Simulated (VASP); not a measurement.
A run of VASP 6.6.1:

The input INCAR:

```
SYSTEM = ZrS
ALGO = Normal ; EDIFF = 1E-6
ENCUT = 520 ; GGA = PS
ISIF = 2 ; ISMEAR = 0
LASPH = .True. ; LCHARG = .False.
LREAL = .False. ; LWAVE = .False.
NBANDS = 16 ; NELM = 100
PREC = Accurate ; SIGMA = 0.15
```

The input KPOINTS:

```
k-points
0
Gamma
  16 16 16
  0 0 0
```

POSCAR

```
ZrS
1.0
    0.0000000000      2.6414062500      2.6414062500
    2.6250000000      0.0164062500      2.6250000000
    2.6250000000      2.6250000000      0.0164062500
Zr S
1 1
Direct
    0.0000000000      0.0000000000      0.0000000000
    0.5000000000      0.5000000000      0.5000000000
```

Potentials or basis: VASP PAW PBE potentials, release 64 (Zr_sv, S).

Run with:

```bash
$ cat potpaw_PBE.64/Zr_sv/POTCAR potpaw_PBE.64/S/POTCAR > POTCAR
$ mpirun -np 1 vasp_std > vasp.out
```

Hardware: 1 thread of AMD EPYC 9R45 (Zen 5), with other jobs on the host.

Task: Estimate the wall time of this run.

Result: Wall time 3.4 min on 1 thread of AMD EPYC 9R45 (Zen 5) (shared host), peak memory 0.41 GiB. Counts: scf iterations 13, k points 621.
